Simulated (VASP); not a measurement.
# LiF: single point with r2SCAN

Crystal: LiF.

```
Li F
1.0
     2.77571    0.00000    0.00000
    -1.38785    2.40383    0.00000
     0.00000    0.00000    5.03426
Li F
2 2
Direct
  0.00000 0.00000 0.00000
  0.00000 0.00000 0.50000
  0.33333 0.66667 0.25000
  0.66667 0.33333 0.75000
```

This cell differs from its parent crystal: uniaxial z strain +5.3%.

```
Program                : VASP 6.6.1
Task                   : single point
Functional             : r2SCAN
Potentials or basis    : VASP PAW PBE potentials, release 64 (Li_sv, F)
Cutoff                 : 520 eV
k mesh                 : 12 × 12 × 6
Occupations            : gaussian, width 0.01 eV
Spin                   : no spin polarisation
Dipole correction      : no
Further INCAR settings : ALGO = Normal; EDIFF = 1e-07; NBANDS = 18
```

```json
{"Band gap on the k mesh": "9.73 eV"}
```

Levels at points of the mesh, in eV from the valence-band top:
| k point | band 7 | band 8 | band 9 | band 10 | band 11 | band 12 | band 13 | band 14 |
| --- | --- | --- | --- | --- | --- | --- | --- | --- |
| (0.00, 0.00, 0.00) | -0.14 | -0.14 | 0.00 | 0.00 | 9.73 | 11.77 | 16.52 | 21.83 |
| (0.50, 0.00, 0.00) | -1.95 | -0.87 | -0.84 | -0.36 | 11.74 | 15.20 | 16.92 | 17.12 |
| (0.00, 0.00, 0.50) | -0.07 | -0.07 | -0.07 | -0.07 | 11.07 | 11.07 | 17.56 | 17.56 |
| (0.50, 0.00, 0.50) | -1.13 | -1.13 | -0.62 | -0.62 | 13.10 | 13.10 | 17.65 | 17.65 |

Run time: 3.4 min on 1 thread of Intel Xeon 8259CL, with other jobs on the host, peak memory 0.18 GiB.

Caveat: the cell differs from its parent crystal (uniaxial z strain +5.3%). A k mesh can miss the band edges.
